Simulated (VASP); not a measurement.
# Si (P1) in VASP: a series of runs

The runs below take Si through single point, with LDA.

All numbers are computed with VASP 6.6.1; they aren't measurements. Logs are shortened: lines on timing, memory, paths and dates and some standing lists are left out, and cuts for length are marked.

## Step 1: The cell of the first run

The typed cell holds 8 atoms: a = 3.802 Å, b = 3.802 Å, c = 12.724 Å, α = 82.13°, β = 82.85°, γ = 60.00°.

## Step 2: Single point, LDA (the part above a cut slid along it)

Contents of INCAR:

```
  PREC = Accurate
  ENCUT = 520
  EDIFF = 1E-6
  ISMEAR = 0
  SIGMA = 0.03
  LREAL = F
  LASPH = T
  NELM = 100
  ALGO = Normal
  ISIF = 2
  LWAVE = F
  LCHARG = T
  GGA = CA
  LELF = T
  LVHAR = T
  NBANDS = 26
```

Contents of KPOINTS:

```
Automatic mesh
0
Gamma
  10 10 3
```

Contents of POSCAR:

```
Si
1.0
   -3.8016851185      0.0000000000      0.0000000000
   -1.9008425592     -3.2923558898      0.0000000000
   -1.5840354660     -1.0974519633     12.5773876662
Si
8
Direct
    0.1067038276      0.0311606590      0.9065180230
    0.2317038276      0.1978273257      0.4065180230
    0.6275371609      0.6144939923      0.1565180230
    0.5025371609      0.4478273257      0.6565180230
    0.3099628391      0.3021726743      0.0934819770
    0.1849628391      0.1355060077      0.5934819770
    0.5807961724      0.5521726743      0.3434819770
    0.4557961724      0.3855060077      0.8434819770
```

Potentials or basis: VASP PAW LDA potentials, release 64 (Si).

On the command line:

```bash
cat potpaw_LDA.64/Si/POTCAR > POTCAR
mpirun -np 1 vasp_std > vasp.out
```

OUTCAR:

```text
PREC = Accurate
   ENCUT = 520
   EDIFF = 1E-6
   ISMEAR = 0
   LREAL = F
   LASPH = T
   NELM = 100
   ISIF = 2
   GGA = CA

 ion  position               nearest neighbor table
   1  0.107  0.031  0.907-   8 2.33   8 2.33   8 2.33   5 3.04
   2  0.232  0.198  0.407-   7 2.33   7 2.33   7 2.33   6 2.35
   3  0.628  0.614  0.157-   5 2.33   5 2.33   5 2.33   7 2.35
   4  0.503  0.448  0.657-   6 2.33   6 2.33   6 2.33   8 2.35
   5  0.310  0.302  0.093-   3 2.33   3 2.33   3 2.33   1 3.04
   6  0.185  0.136  0.593-   4 2.33   4 2.33   4 2.33   2 2.35
   7  0.581  0.552  0.343-   2 2.33   2 2.33   2 2.33   3 2.35
   8  0.456  0.386  0.843-   1 2.33   1 2.33   1 2.33   4 2.35

  LATTYP: Found a triclinic cell.
 ALAT       =     3.8016851185
 B/A-ratio  =     1.0000000000
 C/A-ratio  =     3.4812260452
 COS(alpha) =     0.0119689633
 COS(beta)  =     0.2752861552
 COS(gamma) =     0.5000000000

  Lattice vectors:

 A1 = (   1.9008425593,  -3.2923558898,   0.0000000000)
 A2 = (  -1.9008425592,  -3.2923558898,   0.0000000000)
 A3 = (   3.4848780253,  -2.1949039265, -12.5773876662)

Analysis of symmetry for initial positions (statically):
=====================================================================
 Subroutine PRICEL returns:
 Original cell was already a primitive cell.

 Routine SETGRP: Setting up the symmetry group for a
 triclinic supercell.

 Subroutine GETGRP returns: Found  1 space group operations
 (whereof  1 operations were pure point group operations)
 out of a pool of  2 trial point group operations.

The static configuration has the point symmetry C_1 .

Analysis of symmetry for dynamics (positions and initial velocities):
=====================================================================
 Subroutine PRICEL returns:
 Original cell was already a primitive cell.

 Routine SETGRP: Setting up the symmetry group for a
 triclinic supercell.

 Subroutine GETGRP returns: Found  1 space group operations
 (whereof  1 operations were pure point group operations)
 out of a pool of  2 trial point group operations.

The dynamic configuration has the point symmetry C_1 .

 Subroutine INISYM returns: Found  1 space group operations
 (whereof  1 operations are pure point group operations),
 and found     1 'primitive' translations

----------------------------------------------------------------------------------------

                                     Primitive cell

  volume of cell :     157.4249

  direct lattice vectors                    reciprocal lattice vectors
    -3.801685119  0.000000000  0.000000000    -0.263041249  0.151866936 -0.019876942
    -1.900842559 -3.292355890  0.000000000     0.000000000 -0.303733871 -0.026502589
    -1.584035466 -1.097451963 12.577387666     0.000000000  0.000000000  0.079507766

  length of vectors
     3.801685119  3.801685118 12.724160077     0.304383569  0.304887933  0.079507766

  position of ions in fractional coordinates (direct lattice)
     0.106703828  0.031160659  0.906518023
     0.231703828  0.197827326  0.406518023
     0.627537161  0.614493992  0.156518023
     0.502537161  0.447827326  0.656518023
     0.309962839  0.302172674  0.093481977
     0.184962839  0.135506008  0.593481977
     0.580796172  0.552172674  0.343481977
     0.455796172  0.385506008  0.843481977

  ion indices of the primitive-cell ions
   primitive index   ion index
                 1           1
                 2           2
                 3           3
                 4           4
                 5           5
                 6           6
                 7           7
                 8           8

----------------------------------------------------------------------------------------

 KPOINTS: Automatic mesh

Automatic generation of k-mesh.
 Grid dimensions read from file:
 generate k-points for:   10   10    3

 Generating k-lattice:

  Cartesian coordinates                     Fractional coordinates (reciprocal lattice)
    -0.026304125  0.015186694 -0.001987694     0.100000000  0.000000000  0.000000000
     0.000000000 -0.030373387 -0.002650259     0.000000000  0.100000000 -0.000000000
     0.000000000  0.000000000  0.026502589     0.000000000  0.000000000  0.333333333

  Length of vectors
     0.030438357  0.030488793  0.026502589

  Shift w.r.t. Gamma in fractional coordinates (k-lattice)
     0.000000000  0.000000000  0.000000000

 Subroutine IBZKPT returns following result:
 ===========================================

 Found    152 irreducible k-points:

 Following reciprocal coordinates:
            Coordinates               Weight
  0.000000  0.000000  0.000000      1.000000
  0.100000  0.000000 -0.000000      2.000000
  0.200000  0.000000 -0.000000      2.000000
  0.300000  0.000000 -0.000000      2.000000
  0.400000 -0.000000 -0.000000      2.000000
  0.500000  0.000000  0.000000      1.000000
[... 16 lines left out ...]
 -0.400000  0.200000  0.000000      2.000000
 -0.300000  0.200000  0.000000      2.000000
 [... further k-points ...]
   k-points           NKPTS =    152   k-points in BZ     NKDIM =    152   number of bands    NBANDS=     26
   number of dos      NEDOS =    301   number of ions     NIONS =      8
   total plane-waves  NPLWV =  75264
   dimension x,y,z NGX =    28 NGY =   28 NGZ =   96
   dimension x,y,z NGXF=    56 NGYF=   56 NGZF=  192
   ions per type =               8
   NGX,Y,Z   is equivalent  to a cutoff of  12.24, 12.24, 12.54 a.u.
   NGXF,Y,Z  is equivalent  to a cutoff of  24.49, 24.49, 25.09 a.u.
 SYSTEM =  unknown system
   PREC   = accura    normal or accurate (medium, high low for compatibility)
   ISTART =      0    job   : 0-new  1-cont  2-samecut
   ICHARG =      2    charge: 1-file 2-atom 10-const
   ISPIN  =      1    spin polarized calculation?
   LNONCOLLINEAR =      F non collinear calculations
   LSORBIT =      F    spin-orbit coupling
   LASPH  =      T    aspherical Exc in radial PAW
   ENCUT  =  520.0 eV  38.22 Ry    6.18 a.u.   7.07  7.07 23.66*2*pi/ulx,y,z
   NELM   =    100;   NELMIN=  2; NELMDL= -5     # of ELM steps
   EDIFF  = 0.1E-05   stopping-criterion for ELM
   LREAL  =      F    real-space projection
[... 7 lines left out ...]
   TEBEG  =    0.0;   TEEND  =   0.0 temperature during run
   PSTRESS=    0.0 pullay stress
   NELECT =      32.0000    total number of electrons
   NUPDOWN=      -1.0000    fix difference up-down
   EMIN   =  10.00;   EMAX   =-10.00  energy-range for DOS
   EFERMI =   0.00;   METHOD = LEGACY
   ISMEAR =     0;   SIGMA  =   0.03  broadening in eV -4-tet -1-fermi 0-gaus
   EFERMI_NEDOS =   21; number of points for ismear=-14 and -15
   IALGO  =     38    algorithm
   IMIX   =      4    mixing-type and parameters
     AMIX     =   0.40;   BMIX     =  1.00
     AMIX_MAG =   1.60;   BMIX_MAG =  1.00
  volume/ion in A,a.u.               =      19.68       132.79
  Fermi-wavevector in a.u.,A,eV,Ry     =   0.962573  1.818999 12.606436  0.926547
  Thomas-Fermi vector in A             =   2.092044
   LORBIT       =      0    0 simple, 1 ext, 2 COOP (PROOUT), +10 PAW based schemes
   GGA     = CA    functional components
   LHFCALC =     F    Hartree Fock is set to
   AEXX    =    0.0000 exact exchange contribution
   IVDW    =     0    specifies the selected vdW correction
   LEPSILON=     F    determine dielectric tensor
   LRPA    =     F    only Hartree local field effects (RPA)
 non-spin polarized calculation
 Gauss-broadening in eV      SIGMA  =   0.03
  energy-cutoff  :      520.00
  volume of cell :      157.42
 maximum number of plane-waves:      4262
   NGX = 15   NGY = 15   NGZ = 47

 number of electron      31.9999999 magnetization

 Free energy of the ion-electron system (eV)
  ---------------------------------------------------
  ext. energy  EPLUGINS =         0.00000000
  ---------------------------------------------------
  free energy    TOTEN  =       -46.15378874 eV

  energy without entropy =      -46.15274857  energy(sigma->0) =      -46.15326865

 E-fermi :   5.8169     XC(G=0):  -9.7103

 val. band max:        5.8082391807   @ k =   0.0000  -0.1000   0.3333
 cond. band min:       5.8196036233   @ k =   0.2000   0.1000   0.3333
 fundamental gap:      0.0113644427
 Fermi energy:         5.8168625951

 k-point     1 :       0.0000    0.0000    0.0000
  band No.  band energies     occupation
      1      -6.1218      2.00000
      2      -5.3649      2.00000
      3      -5.2848      2.00000
      4      -3.8474      2.00000
      5      -0.9671      2.00000
      6       1.8419      2.00000
[... 18 lines left out ...]
     25       9.0633      0.00000
     26       9.5844      0.00000

 k-point     2 :       0.1000    0.0000   -0.0000
  band No.  band energies     occupation
      1      -6.0018      2.00000
      2      -5.2614      2.00000
      3      -5.1500      2.00000
      4      -3.7295      2.00000
      5      -0.8895      2.00000
      6       1.8236      2.00000
[... 18 lines left out ...]
     25       9.3775      0.00000
     26       9.8227      0.00000

 k-point     3 :       0.2000    0.0000   -0.0000
  band No.  band energies     occupation
      1      -5.6459      2.00000
      2      -4.9395      2.00000
      3      -4.7664      2.00000
      4      -3.3796      2.00000
      5      -0.7156      2.00000
      6       1.5173      2.00000
[... 18 lines left out ...]
     25      10.0540      0.00000
     26      10.5976      0.00000

 k-point     4 :       0.3000    0.0000   -0.0000
  band No.  band energies     occupation
      1      -5.0724      2.00000
      2      -4.4062      2.00000
      3      -4.1677      2.00000
      4      -2.8150      2.00000
      5      -0.7917      2.00000
      6       0.4291      2.00000
[... 18 lines left out ...]
     25      10.1431      0.00000
     26      10.3139      0.00000

 k-point     5 :       0.4000   -0.0000   -0.0000
  band No.  band energies     occupation
      1      -4.3461      2.00000
      2      -3.7266      2.00000
      3      -3.4429      2.00000
      4      -2.1137      2.00000
      5      -1.5536      2.00000
      6      -0.7398      2.00000
[... 18 lines left out ...]
     25      10.1578      0.00000
     26      10.3468      0.00000

 k-point     6 :       0.5000    0.0000    0.0000
  band No.  band energies     occupation
      1      -3.8496      2.00000
      2      -3.2715      2.00000
      3      -3.0257      2.00000
      4      -2.1508      2.00000
      5      -1.6737      2.00000
      6      -1.2656      2.00000
[... 427 lines left out ...]
 k-point    21 :       0.4000    0.2000   -0.0000
  band No.  band energies     occupation
      1      -4.7166      2.00000
      2      -4.1889      2.00000
      3      -3.6920      2.00000
      4      -2.5543      2.00000
      5      -0.8696      2.00000
      6       0.0136      2.00000
[... 18 lines left out ...]
     25      10.2221      0.00000
     26      10.5478      0.00000

 k-point    22 :       0.5000    0.2000   -0.0000
  band No.  band energies     occupation
      1      -3.9962      2.00000
      2      -3.5138      2.00000
      3      -2.9966      2.00000
      4      -1.9190      2.00000
      5      -1.5426      2.00000
      6      -0.8411      2.00000
[... 18 lines left out ...]
     25      10.5705      0.00000
     26      11.4148      0.00000

 k-point    23 :      -0.4000    0.2000    0.0000
  band No.  band energies     occupation
      1      -3.4874      2.00000
      2      -2.9993      2.00000
      3      -2.7174      2.00000
      4      -2.1052      2.00000
      5      -1.4974      2.00000
      6      -1.1974      2.00000
[... 18 lines left out ...]
     25      10.5567      0.00000
     26      11.1543      0.00000

 k-point    24 :      -0.3000    0.2000    0.0000
  band No.  band energies     occupation
      1      -4.0210      2.00000
      2      -3.3627      2.00000
      3      -3.1873      2.00000
      4      -1.7606      2.00000
      5      -1.6106      2.00000
      6      -0.9231      2.00000
[... 18 lines left out ...]
     25      10.5734      0.00000
     26      10.7985      0.00000

 [... further k-points ...]
[... 5 lines left out ...]
  --------------------------------------------------------------------------------------
  -------------------------------------------------------------------------------------
  Total       -1.5138860     -1.4334694      0.2514976     -0.8793773      0.6073923      1.3930121
  in kB      -15.4074372    -14.5890044      2.5595943     -8.9497824      6.1816792     14.1772537
  external PRESSURE =      -9.1456158 kB  Pullay stress =       0.0000000 kB

 VOLUME and BASIS-vectors are now :
 -----------------------------------------------------------------------------
  energy-cutoff  :      520.00
  volume of cell :      157.42
      direct lattice vectors                 reciprocal lattice vectors
    -3.801685119  0.000000000  0.000000000    -0.263041249  0.151866936 -0.019876942
    -1.900842559 -3.292355890  0.000000000     0.000000000 -0.303733871 -0.026502589
    -1.584035466 -1.097451963 12.577387666     0.000000000  0.000000000  0.079507766

 POSITION                                       TOTAL-FORCE (eV/Angst)
 -----------------------------------------------------------------------------------
     -1.90084     -1.09745     11.40163        -0.311018     -0.158378      0.636213
     -1.90084     -1.09745      5.11293         0.006831     -0.004024      0.026162
     -3.80169     -2.19490      1.96859        -0.086684     -0.007432     -0.011400
     -3.80169     -2.19490      8.25728        -0.095388     -0.010000     -0.195711
     -1.90084     -1.09745      1.17576         0.508020      0.154644     -0.544291
     -1.90084     -1.09745      7.46445         0.005855     -0.005161      0.005199
     -3.80169     -2.19490      4.32011        -0.009702      0.030658      0.034352
     -3.80169     -2.19490     10.60880        -0.017913     -0.000308      0.049477
 -----------------------------------------------------------------------------------
    total drift:                                0.000049     -0.000047      0.000075

  FREE ENERGIE OF THE ION-ELECTRON SYSTEM (eV)
  ---------------------------------------------------
  free  energy   TOTEN  =       -46.1537887400 eV

  energy  without entropy=      -46.1527485650  energy(sigma->0) =      -46.15326865
```

It took 3.6 min on 1 thread of Intel Xeon 6975P-C (Granite Rapids), shared host; peak memory 0.5 GiB.

Results:

```yaml
Free_energy: -46.1538 eV
Pressure: -0.9 GPa
Largest_force: 0.760 eV/Å
Band_gap_on_the_k_mesh: zero (bands 16 and 17 overlap by 0.86 eV)
```

Forces on the atoms (eV/Å):
```
Si  -0.311 -0.158  0.636
Si   0.007 -0.004  0.026
Si  -0.087 -0.007 -0.011
Si  -0.095 -0.010 -0.196
Si   0.508  0.155 -0.544
Si   0.006 -0.005  0.005
Si  -0.010  0.031  0.034
Si  -0.018  0.000  0.049
```

Stress tensor (GPa, compression positive):
```
-1.54 -0.89  1.42
-0.89 -1.46  0.62
 1.42  0.62  0.26
```

Caveat: the cell differs from its parent crystal (the part above a cut slid along it).

## Step 3: Single point, LDA (the part above a cut slid along it)

Contents of INCAR:

```
SYSTEM = Si
ALGO = Normal ; EDIFF = 1E-6
ENCUT = 520 ; GGA = CA
ISIF = 2 ; ISMEAR = 0
LASPH = .TRUE. ; LCHARG = .FALSE.
LREAL = .FALSE. ; LWAVE = .FALSE.
NBANDS = 26 ; NELM = 100
PREC = Accurate ; SIGMA = 0.03
```

Contents of KPOINTS:

```
k-points
0
G
  10 10 3
  0 0 0
```

Contents of POSCAR:

```
Si
1.0
   -3.8016851185      0.0000000000      0.0000000000
   -1.9008425592     -3.2923558898      0.0000000000
   -0.9504212796     -1.0974519633     12.5773876662
Si
8
Direct
    0.2577901648      0.0311606590      0.9065180230
    0.2994568314      0.1978273257      0.4065180230
    0.6536234981      0.6144939923      0.1565180230
    0.6119568314      0.4478273257      0.6565180230
    0.3255431686      0.3021726743      0.0934819770
    0.2838765019      0.1355060077      0.5934819770
    0.6380431686      0.5521726743      0.3434819770
    0.5963765019      0.3855060077      0.8434819770
```

Potentials or basis: VASP PAW LDA potentials, release 64 (Si).

On the command line:

```bash
cat potpaw_LDA.64/Si/POTCAR > POTCAR
mpirun -np 1 vasp_std > vasp.out
```

Wall time 3.7 min (1 thread of Intel Xeon 6975P-C (Granite Rapids), shared host); peak memory 0.49 GiB.

It converged, with:

| Item | Value |
| --- | --- |
| Free energy | -46.5746 eV |
| Pressure | -0.9 GPa |
| Largest force | 1.354 eV/Å |
| Band gap on the k mesh | zero (bands 16 and 17 overlap by 0.38 eV) |

Forces in eV/Å, atoms in the order of the input:
```
Si  -0.546 -0.810  0.782
Si   0.010 -0.004 -0.012
Si  -0.125 -0.051 -0.011
Si  -0.159 -0.077 -0.147
Si   0.834  0.757 -0.750
Si   0.004 -0.001  0.024
Si   0.003  0.134  0.093
Si  -0.022  0.052  0.021
```

Stress tensor (GPa, compression positive):
```
-0.82 -1.22  2.48
-1.22 -1.21  2.97
 2.48  2.97 -0.57
```

Levels at points of the mesh, in eV from the Fermi level:
| k point | band 13 | band 14 | band 15 | band 16 | band 17 | band 18 | band 19 | band 20 |
| --- | --- | --- | --- | --- | --- | --- | --- | --- |
| (0.00, 0.00, 0.00) | -0.39 | -0.16 | 0.04 | 0.16 | 1.38 | 1.60 | 2.09 | 2.22 |
| (0.50, 0.00, 0.00) | -2.38 | -1.87 | -1.79 | -1.51 | 0.10 | 0.66 | 1.09 | 1.64 |
| (0.00, 0.50, 0.00) | -2.49 | -2.10 | -1.63 | -1.12 | 0.07 | 0.59 | 0.90 | 1.40 |
| (0.50, 0.50, 0.00) | -2.40 | -2.24 | -1.52 | -1.13 | 0.02 | 0.52 | 0.97 | 1.33 |

Caveat: the cell differs from its parent crystal (the part above a cut slid along it); semilocal functionals underestimate gaps, and a narrow one can read as zero; forces of over 1 eV/Å act on the atoms, so gaps and moduli don't describe the material at rest.

The gap in the log of VASP goes by the Fermi energy; the results here count the filled bands.